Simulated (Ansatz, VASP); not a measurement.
# MnO2: VASP beside Ansatz

```xyz
3
Lattice="2.8566 0.0000 0.0000 -1.4283 2.4739 0.0000 0.0000 0.0000 4.6014" Properties=species:S:1:pos:R:3 pbc="T T T"
Mn    0.0000    0.0000    2.3007
O     0.0000    1.6492    3.2499
O     1.4283    0.8246    1.3515
```

Alike in both runs: task relaxation of cell and atoms; functional PBEsol; k mesh 11 × 11 × 6; occupations fermi-dirac, width 0.05 eV; collinear spin.

|  | VASP | Ansatz |
| --- | --- | --- |
| version | VASP 6.6.1 | Ansatz 0.2.0 |
| potentials or method | VASP PAW PBE potentials, release 64 (Mn_pv, O) | Ansatz PAW |
| plane-wave cutoff (eV) | 600 | 420 |
| valence electrons in the cell | 25 | 27 |

Ansatz gave:

```
gap on the k mesh at the Fermi level, each at its own relaxed structure (eV) : 0.77
net moment per atom (μB)                                                     : 1.00
size of the moment on the site where the two differ most (μB)                : 2.47
relaxed volume (Å³/atom)                                                     : 11.75
relaxed length of the cell vector where the two differ most in proportion (Å)              : 5.046
```

Problem. What did VASP give for the same quantities?

Solution. gap on the k mesh at the Fermi level, each at its own relaxed structure (eV): 0.71; net moment per atom (μB): 1.00; size of the moment on the site where the two differ most (μB): 2.83; relaxed volume (Å³/atom): 11.22; relaxed length of the cell vector where the two differ most in proportion (Å): 4.798.

VASP's potentials were made for PBE, not for PBEsol. Site moments also hang on the region over which each program counts them. One of these differences is far larger than is usual between the two programs; its cause wasn't traced. VASP's potentials hold 25 valence electrons a cell and Ansatz's 27, so a difference there can come from the potentials and not from the codes.

Noted on Ansatz's run: odd divisions of the mesh miss points on the zone boundary, where band edges often lie, so the gap on the mesh can be too wide; the plane-wave basis is chosen anew once the cell has moved, so the energies of steps on either side of that aren't comparable.
